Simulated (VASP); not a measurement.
Here is a VASP 6.6.1 calculation.

Contents of INCAR:

```
SYSTEM = CoSi2
PREC = Accurate
ENCUT = 520
EDIFF = 1E-7
ISMEAR = 0
SIGMA = 0.15
LREAL = .FALSE.
LASPH = .TRUE.
NELM = 100
ALGO = Normal
ISIF = 2
LWAVE = .FALSE.
LCHARG = .FALSE.
GGA = PS
NBANDS = 36
```

KPOINTS

```
Automatic mesh
0
G
  14 14 5
  0 0 0
```

POSCAR

```
CoSi2
1.0
    2.6562539695     -2.6562539695      0.0000000000
    2.6562539695      0.0000000000     -2.6562539695
    8.7766095540      8.7766095540      8.7766095540
Co Si
3 6
Direct
    1.0000000000      0.0000000000      0.5800921132
    0.3333333333      0.3333333333      0.3783244524
    0.6666666667      0.6666666667      0.1765567916
    0.6666666667      0.6666666667      0.3278825372
    1.0000000000      0.0000000000      0.1261148764
    0.3333333333      0.3333333333      0.5296501980
    0.6666666667      0.6666666667      0.0252310460
    1.0000000000      1.0000000000      0.4287663676
    0.3333333333      0.3333333333      0.2269987068
```

Potentials or basis: VASP PAW PBE potentials, release 64 (Co, Si).

Run with:

```bash
$ cat potpaw_PBE.64/Co/POTCAR potpaw_PBE.64/Si/POTCAR > POTCAR
$ mpirun -np 1 vasp_std > vasp.out
```

Problem. What does it give for the pressure?

Solution. -3.1 GPa.

Problem. Estimate the largest force.

Solution. 0.811 eV/Å.

Stress tensor (GPa, compression positive):
```
-3.11  1.55  1.55
 1.55 -3.11  1.55
 1.55  1.55 -3.11
```

Caveat: the PAW data sets were made with another functional, which shifts forces and pressure a little. Spin polarisation is off, so any magnetic state and its effect on volume and gap are missing.
